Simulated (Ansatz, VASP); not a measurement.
# AlN: VASP beside Ansatz

File INCAR:

```
SYSTEM = AlN
PREC     = Accurate       ! precision mode
ENCUT    = 520            ! plane-wave cutoff, eV
EDIFF    = 1E-6           ! SCF threshold, eV
ISMEAR   = 0              ! smearing method
SIGMA    = 0.05           ! smearing width, eV
LREAL    = .FALSE.        ! projectors in reciprocal space
LASPH    = .TRUE.         ! aspherical terms in the spheres
NELM     = 100            ! most SCF steps
ALGO     = Normal         ! electronic algorithm
ISIF     = 2              ! what is computed and relaxed
LWAVE    = .FALSE.        ! write WAVECAR
LCHARG   = .TRUE.         ! write CHGCAR
GGA      = PE             ! functional
LELF     = .TRUE.         ! ELF
LVHAR    = .TRUE.       
NBANDS   = 16             ! bands
```

File KPOINTS:

```
Automatic mesh
0
G
  9 9 6
  0 0 0
```

POSCAR

```
AlN
1.0
    2.9554520440      0.0000000000      0.0000000000
   -1.4777260220      2.5594965498      0.0000000000
    0.0000000000      0.0000000000      4.9780000000
Al N
2 2
Direct
    0.3333333333      0.6666666667      0.0000000000
    0.6666666667      0.3333333333      0.5000000000
    0.3333333333      0.6666666667      0.3850000000
    0.6666666667      0.3333333333      0.8850000000
```

Input for Ansatz:

```yaml
crystal:
  lattice:
    - [2.955452044, 0.0, 0.0]
    - [-1.477726022, 2.5594965498, 0.0]
    - [0.0, 0.0, 4.978]
  atoms:
    - { symbol: Al, position: [0.3333333333, 0.6666666667, 0.0] }
    - { symbol: Al, position: [0.6666666667, 0.3333333333, 0.5] }
    - { symbol: "N", position: [0.3333333333, 0.6666666667, 0.385] }
    - { symbol: "N", position: [0.6666666667, 0.3333333333, 0.885] }
basis:
  ecutwfc: 420
kpoints:
  mp_grid: { grid: [9, 9, 6] }
hamiltonian:
  xc: pbe
scf:
  occupations: { method: gaussian, width: 0.05 }
output:
  forces: true
  stress: true
  eigenvalues: true
```

Change from the starting cell: strain -0.050 along x and y, +0.000 along z, atoms carried along.

Alike in both runs: task single point; functional PBE; k mesh 9 × 9 × 6; occupations gaussian, width 0.05 eV; no spin polarisation.

|  | VASP | Ansatz |
| --- | --- | --- |
| version | VASP 6.6.1 | Ansatz 0.2.0 |
| potentials or method | VASP PAW PBE potentials, release 64 (Al, N), cutoff 520 eV | scalar-relativistic, plane waves, PAW |
| valence electrons in the cell | 16 | 16 |

|  | VASP | Ansatz | Ansatz less VASP |
| --- | --- | --- | --- |
| gap on the k mesh at the Fermi level (eV) | 5.09 | 5.10 | +0.009 |
| least direct gap on the mesh (eV) | 5.20 | 5.19 | -0.017 |
| pressure (GPa) | 31.9 | 32.0 | +0.12 |
| traceless stress, the component that is largest in VASP (GPa) | -20.94 | -20.78 | +0.156 |
| rms of the force components (eV/Å) | 0.572 | 0.568 | -0.0042 |

Atom by atom the forces differ by 0.004 eV/Å (rms over components). Both programs put the cell under a high pressure, so it lies far from rest at this level.
